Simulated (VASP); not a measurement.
Write the native input for VASP 6.6.1 that does the following.

```
Task                   : single point
Functional             : PBE
Potentials or basis    : VASP PAW PBE potentials, release 64 (O, Mg)
Cutoff                 : 520 eV
k mesh                 : 2 × 2 × 2, shifted
Occupations            : gaussian, width 0.01 eV
Spin                   : no spin polarisation
Dipole correction      : no
Further INCAR settings : LREAL = Auto; ALGO = Normal; EDIFF = 1e-06; NBANDS = 88
```

The structure of Mg15O17 (a cell with a defect) lies in POSCAR:

```
Mg15O17
1.0
    4.2535896552      4.2535896552      4.2535896552
    4.2535896552     -4.2535896552     -4.2535896552
   -4.2535896552      4.2535896552     -4.2535896552
O Mg
17 15
Direct
    0.7508734621      0.0875104687      0.3373934361
    0.4846114670      0.7318022237      0.2479905862
    0.7509147547      0.7393028109     -0.0108086976
    0.5040481569      0.4948241896      0.4978560370
   -0.0023199076      0.7416254847      0.7447215943
    0.7509446467      0.4957513093      0.2491741731
    0.2509439514      0.7489158978      0.4987438462
   -0.0022350664      0.4948300583     -0.0084292034
    0.5041387985      0.2480849575      0.7447427446
    0.7510685491      0.2506360111      0.5004065831
    0.2473840600      0.4957777816      0.7456173671
    0.4844917854     -0.0018569037     -0.0185047909
    0.0171992568      0.2644339809      0.2480530036
    0.2509242262      0.2489752916     -0.0011377507
    0.7509069761     -0.0007603258      0.7455638231
    0.0174414416     -0.0018187007      0.5144671373
    0.2544893585     -0.0007594600      0.2491214318
   -0.0069311097     -0.0046742650      0.0030936310
    0.7510074443      0.7508750154      0.4949265543
    0.2508621925     -0.0012397186      0.7487077109
   -0.0068482516      0.7532088479      0.2452435796
    0.4884851644     -0.0158784127      0.4964683541
    0.2567663104      0.7508587170      0.0006845709
    0.7509512395      0.5084251587      0.7582756289
    0.0134321675      0.5090781783      0.4964772501
    0.5087805712      0.7532029368      0.7608706651
    0.7509073274      0.2450315859      0.0006591756
    0.2509381953      0.4989611892      0.2488409819
    0.5087973074      0.5109977880      0.0030412815
    0.0134895718      0.2465880288      0.7589615072
    0.2451898346      0.2450321685      0.4949548895
    0.4884544753      0.2465757382      0.2339135974
```

These files were run (other wordings do the same):

INCAR

```
SYSTEM = Mg15O17
PREC = Accurate
ENCUT = 520
EDIFF = 1E-6
ISMEAR = 0
SIGMA = 0.01
LREAL = Auto
LASPH = .True.
NELM = 100
ALGO = Normal
ISIF = 2
LWAVE = .False.
LCHARG = .False.
GGA = PE
NBANDS = 88
```

KPOINTS

```
Automatic mesh
0
Gamma
  2 2 2
  0.5 0.5 0.5
```

Potentials or basis: VASP PAW PBE potentials, release 64 (O, Mg).

Run with:

```bash
$ cat potpaw_PBE.64/O/POTCAR potpaw_PBE.64/Mg/POTCAR > POTCAR
$ mpirun -np 1 vasp_std > vasp.out
```

It gave:

```json
{"Pressure": "2.1 GPa", "Largest force": "0.385 eV/Å", "Band gap on the k mesh": "zero (bands 66 and 67 overlap by 0.08 eV)"}
```

Caveat: the k points lie up to 0.52 Å⁻¹ apart.

Run time: 6 min on 1 thread of AMD EPYC 7R43 64-Core Processor (Zen 3), with other jobs on the host, peak memory 0.39 GiB.
